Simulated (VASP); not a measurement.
Wanted: the native input for a VASP 6.6.1 run.

```yaml
Task: single point
Functional: LDA
Potentials_or_basis: VASP PAW LDA potentials, release 64 (Mo_sv, N)
Cutoff: 520 eV
k_mesh: 6 × 6 × 10
Occupations: fermi-dirac, width 0.05 eV
Spin: no spin polarisation
Dipole_correction: no
Further_INCAR_settings: ALGO = Normal; EDIFF = 1e-06; NBANDS = 33
```

The structure of MoN2 lies in POSCAR:

```
MoN2
1.0
    4.3480530000      0.0000000000      0.0000000000
    0.0000000000      4.3480530000      0.0000000000
    0.0000000000      0.0000000000      2.7674600000
Mo N
2 4
Direct
    0.0000000000      0.0000000000      0.0000000000
    0.5000000000      0.5000000000      0.0000000000
    0.6116470000      0.8883530000      0.5000000000
    0.3883530000      0.1116470000      0.5000000000
    0.1116470000      0.6116470000      0.5000000000
    0.8883530000      0.3883530000      0.5000000000
```

One way to write it, as run:

INCAR

```
PREC = Accurate
ENCUT = 520
EDIFF = 1E-6
ISMEAR = -1
SIGMA = 0.05
LREAL = False
LASPH = True
NELM = 80
ALGO = Normal
ISIF = 2
LWAVE = False
LCHARG = False
NBANDS = 33
```

KPOINTS

```
Automatic mesh
0
Gamma
  6 6 10
```

Potentials or basis: VASP PAW LDA potentials, release 64 (Mo_sv, N).

Command:

```console
$ cat potpaw_LDA.64/Mo_sv/POTCAR potpaw_LDA.64/N/POTCAR > POTCAR
$ mpirun -np 1 vasp_std > vasp.out
```

Results of the run:

```yaml
Pressure: -19.6 GPa
Largest_force: 0.029 eV/Å
Band_gap_on_the_k_mesh: zero (band 24 reaches 13.38 eV, above the bottom of band 25 at 11.41 eV)
```

Run time: 26 s on 1 thread of Intel(R) Xeon(R) 6975P-C (Granite Rapids), with other jobs on the host, peak memory 0.2 GiB.
